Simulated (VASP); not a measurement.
Write the native input for VASP 6.6.1 that does the following.

```
Task                   : single point
Functional             : PBE
Potentials or basis    : VASP PAW PBE potentials, release 64 (C, Si)
Cutoff                 : 520 eV
k mesh                 : 8 × 8 × 8
Occupations            : fermi-dirac, width 0.02 eV
Spin                   : no spin polarisation
Dipole correction      : no
Further INCAR settings : ALGO = Normal; EDIFF = 1e-07; NBANDS = 16
```

The structure of SiC lies in POSCAR:

```
SiC
1.0
    1.2669330388      0.7314641310      7.1782539203
   -1.2669330388      0.7314641310      7.1782539203
    0.0000000000     -1.4629282619      7.1782539203
C Si
2 2
Direct
    0.1767202019      0.1767202019      0.1767202019
    0.8232797981      0.8232797981      0.8232797981
    0.7286037273      0.7286037273      0.7286037273
    0.2713962727      0.2713962727      0.2713962727
```

One way to write it, as run:

INCAR

```
PREC = Accurate
ENCUT = 520
EDIFF = 1E-7
ISMEAR = -1
SIGMA = 0.02
LREAL = False
LASPH = True
NELM = 100
ALGO = Normal
ISIF = 2
LWAVE = False
LCHARG = False
GGA = PE
NBANDS = 16
```

KPOINTS

```
Automatic mesh
0
Gamma
  8 8 8
```

Potentials or basis: VASP PAW PBE potentials, release 64 (C, Si).

Launch:

```bash
$ cat potpaw_PBE.64/C/POTCAR potpaw_PBE.64/Si/POTCAR > POTCAR
$ mpirun -np 1 vasp_std > vasp.out
```

Results of the run:

| Item | Value |
| --- | --- |
| Pressure | 3.4 GPa |
| Largest force | 0.279 eV/Å |
| Band gap on the k mesh | zero (band 8 reaches 14.71 eV, above the bottom of band 9 at 8.22 eV) |

It took 2.7 min on 1 thread of Intel(R) Xeon(R) 6975P-C (Granite Rapids), with other jobs on the host, peak memory 0.36 GiB.
